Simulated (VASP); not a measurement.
Runs of VASP 6.6.1 on Cr. The structure is that of space group I4/mmm (No. 139), or close to it. The cells are those of the table. 

```tsv
cell	further INCAR settings	gap on the mesh (eV)	pressure (GPa)
a = 2.559 Å, angles 101.5, 101.5, 126.9°, 1 atom	ALGO = Fast; EDIFF = 1e-06; NBANDS = 12	none	-5.4
a = 2.530 Å, angles 103.5, 103.5, 122.2°, 1 atom	ALGO = Fast; EDIFF = 1e-06; NBANDS = 12	none	-10.7
a = 2.512 Å, angles 105.4, 105.4, 118.0°, 1 atom	ALGO = Fast; EDIFF = 1e-07; NBANDS = 12	none	-14.2
a = 2.538 Å, angles 117.3, 117.3, 94.8°, 1 atom	ALGO = Fast; EDIFF = 1e-06; NBANDS = 12	none	(a)
a = 2.591 Å, angles 100.0, 100.0, 130.6°, 1 atom	ALGO = Fast; EDIFF = 1e-07; NBANDS = 12	none	0.9
a = 2.503 Å, angles 112.1, 112.1, 104.2°, 1 atom	ALGO = Fast; EDIFF = 1e-06; NBANDS = 12	none	(c)
a = 2.501 Å, angles 107.3, 107.3, 113.9°, 1 atom	ALGO = Fast; EDIFF = 1e-06; NBANDS = 12	none	(b)
a = 2.517 Å, angles 114.7, 114.7, 99.4°, 1 atom	ALGO = Fast; EDIFF = 1e-06; NBANDS = 12	none	-13.9
```

Alike in all rows: task single point; level PBEsol; potentials or basis VASP PAW PBE potentials, release 64 (Cr_pv); no spin polarisation; k mesh 26 × 26 × 26; cutoff (eV) 520; smearing gaussian 0.15 eV.

Fill in the values left out.

(a) -11.9; (b) -17.0; (c) -16.7.

Caveats: the PAW data sets were made with another functional, which shifts forces and pressure a little; the run has no spin polarisation, though such a crystal can be magnetic.

A gap of «none» marks levels without a gap at the run's occupations.
